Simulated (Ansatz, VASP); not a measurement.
# Be4Te: VASP beside Ansatz

```
Be Te
1.0
    -2.82440    2.82440    2.11023
     2.82440   -2.82440    2.11023
     2.82440    2.82440   -2.11023
Be Te
4 1
Direct
  0.18393 0.18393 0.53422
  0.64970 0.64970 0.46578
  0.81607 0.35030 0.00000
  0.35030 0.81607 0.00000
  0.00000 0.00000 0.00000
```

Alike in both runs: task single point; functional PBE; k mesh 6 × 6 × 6; occupations gaussian, width 0.1 eV; no spin polarisation.

```csv
,VASP,Ansatz
version,VASP 6.6.1,Ansatz 0.2.0
potentials or method,"VASP PAW PBE potentials, release 64 (Be, Te), cutoff 520 eV","scalar-relativistic, plane waves, PAW"
valence electrons in the cell,14,24
```

|  | VASP | Ansatz | Ansatz less VASP |
| --- | --- | --- | --- |
| gap on the k mesh at the Fermi level (eV) | none | none | - |
| pressure (GPa) | 18.9 | 18.6 | -0.33 |
| traceless stress, the component that is largest in VASP (GPa) | -11.88 | -11.64 | +0.248 |
| rms of the force components (eV/Å) | 1.381 | 1.363 | -0.0179 |

Atom by atom the forces differ by 0.018 eV/Å (rms over components). A gap of «none» marks a metal or a gap that the smearing closes. With one functional, cell and mesh, what is left measures potentials, basis and numerics. VASP's potentials hold 14 valence electrons a cell and Ansatz's 24, so a difference there can come from the potentials and not from the codes.

Spin-orbit coupling is off throughout.
